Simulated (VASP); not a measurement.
Wanted: the native input for a VASP 6.6.1 run.

```
Task                   : single point
Functional             : PBEsol
Potentials or basis    : VASP PAW PBE potentials, release 64 (In_d, As)
Cutoff                 : 520 eV
k mesh                 : 14 × 14 × 14
Occupations            : gaussian, width 0.1 eV
Spin                   : no spin polarisation
Dipole correction      : no
Further INCAR settings : ALGO = Normal; EDIFF = 1e-07; NBANDS = 16
```

The structure of InAs lies in POSCAR:

```
InAs
1.0
    0.0000000000      2.8313028808      2.8313028808
    2.8313028808      0.0000000000      2.8313028808
    2.8313028808      2.8313028808      0.0000000000
In As
1 1
Direct
    0.0000000000      0.0000000000      0.0000000000
    0.5000000000      0.5000000000      0.5000000000
```

This cell differs from its parent crystal: P replaced by As, lengths x 1.029, strained.

These files were run (other wordings do the same):

INCAR

```
ALGO = Normal
EDIFF = 1E-7
ENCUT = 520
GGA = PS
ISIF = 2
ISMEAR = 0
LASPH = True
LCHARG = False
LREAL = False
LWAVE = False
NBANDS = 16
NELM = 100
PREC = Accurate
SIGMA = 0.1
```

KPOINTS

```
k-points
0
Gamma
  14 14 14
```

Potentials or basis: VASP PAW PBE potentials, release 64 (In_d, As).

Run with:

```sh
$ cat potpaw_PBE.64/In_d/POTCAR potpaw_PBE.64/As/POTCAR > POTCAR
$ mpirun -np 1 vasp_std > vasp.out
```

Results of the run:

| Quantity | Value |
| --- | --- |
| Pressure | -0.3 GPa |
| Band gap on the k mesh | zero (band 9 reaches 6.73 eV, above the bottom of band 10 at 3.93 eV) |

Caveat: the cell differs from its parent crystal (P replaced by As, lengths x 1.029, strained); the PAW data sets were made with another functional, which shifts forces and pressure a little; spin-orbit coupling is left out, which moves the levels of the heavy elements.

Wall time 67 s on 1 thread of AMD EPYC 7R43 64-Core Processor (Zen 3) (shared host), peak memory 0.19 GiB.
